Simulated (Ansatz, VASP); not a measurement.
# ZrS in VASP and in Ansatz

```xyz
2
Lattice="0.0000 2.6250 2.6250 2.6250 0.0000 2.6250 2.6250 2.6250 0.0000" Properties=species:S:1:pos:R:3 pbc="T T T"
Zr    0.0000    0.0000   -0.3125
S     2.6250    2.6250    2.6250
```

Change from the starting cell: all Zr atoms moved +0.312 Å, as atom 1 towards its neighbour atom 2 (S) at 2.625 Å.

Alike in both runs: task single point; functional r2SCAN; k mesh 16 × 16 × 16; occupations gaussian, width 0.15 eV; no spin polarisation.

|  | VASP | Ansatz |
| --- | --- | --- |
| version | VASP 6.6.1 | Ansatz 0.2.0 |
| potentials or method | VASP PAW PBE potentials, release 64 (Zr_sv, S), cutoff 550 eV | scalar-relativistic, plane waves, PAW |
| valence electrons in the cell | 18 | 18 |

Ansatz gave:

| Item | Value |
| --- | --- |
| gap on the k mesh at the Fermi level (eV) | none |
| pressure (GPa) | 4.1 |
| traceless stress, the component that is largest in VASP (GPa) | 15.01 |
| rms of the force components (eV/Å) | 1.495 |

**Question.** What did VASP give for the same quantities?

**Answer.** gap on the k mesh at the Fermi level (eV): none; pressure (GPa): 4.1; traceless stress, the component that is largest in VASP (GPa): 15.09; rms of the force components (eV/Å): 1.501.

VASP's potentials were made for PBE, not for r2SCAN. Atom by atom the forces differ by 0.006 eV/Å (rms over components). A gap of «none» marks a metal or a gap that the smearing closes.
